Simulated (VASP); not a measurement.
A run of VASP 6.6.1 is set up as follows.

The input INCAR:

```
PREC = Accurate
ENCUT = 520
EDIFF = 1E-6
ISMEAR = -1
SIGMA = 0.02
LREAL = F
LASPH = T
NELM = 80
ALGO = Normal
ISIF = 2
LWAVE = F
LCHARG = T
GGA = PE
LELF = T
LVHAR = T
NBANDS = 17
```

Contents of KPOINTS:

```
regular mesh
0
Gamma
  8 8 8
```

POSCAR

```
TePb
1.0
    0.0653567368      3.2678368377      3.2678368377
    3.2678368377      0.0653567368      3.2678368377
    3.3331935744      3.3331935744     -0.0000000001
Pb Te
1 1
Direct
    0.0000000000      0.0000000000      0.0000000000
    0.5000000000      0.5000000000      0.5000000000
```

Potentials or basis: VASP PAW PBE potentials, release 64 (Pb_d, Te).

Command:

```sh
$ cat potpaw_PBE.64/Pb_d/POTCAR potpaw_PBE.64/Te/POTCAR > POTCAR
$ mpirun -np 1 vasp_std > vasp.out
```

(1) Estimate the band gap on the k mesh.

(2) What does it give for the pressure?

## Answers

(1) 0.61 eV (least direct gap 0.77 eV).

(2) 0.6 GPa.

Caveat: the cell differs from its parent crystal (shear xy strain +4.0%); the structure was generated, so it needn't be the stable form of TePb; spin-orbit coupling is left out, which moves the levels of the heavy elements.
